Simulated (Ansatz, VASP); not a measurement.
**Two plane-wave programs on TaN**

```xyz
2
Lattice="2.9086 0.0000 0.0000 -1.4543 2.5189 0.0000 0.0000 0.0000 2.8830" Properties=species:S:1:pos:R:3 pbc="T T T"
Ta    0.0000    1.6793    1.4415
N     0.0000    0.0000    0.0000
```

Change from the starting cell: equal xx and yy strain of -1 %, PAW files.

Alike in both runs: task electric field gradients; functional PBE; k mesh 12 × 12 × 10; occupations fermi-dirac, width 0.02 eV; no spin polarisation.

```csv
,VASP,Ansatz
version,VASP 6.6.1,Ansatz 0.2.0
potentials or method,"VASP PAW PBE potentials, release 64 (Ta_sv_GW, N)","PAW with Ansatz's default frozen-core files, scalar-relativistic"
plane-wave cutoff (eV),520,420
valence electrons in the cell,18,18
```

Ansatz gave:

| Quantity | Value |
| --- | --- |
| size of Vzz on the site where it differs most (V/Å²) | 57.3 |

Estimate VASP's values.

size of Vzz on the site where it differs most (V/Å²): 38.6.

The functional is the same, so the differences come from potentials, cutoffs and numerics.

Neither program's run includes spin-orbit coupling.
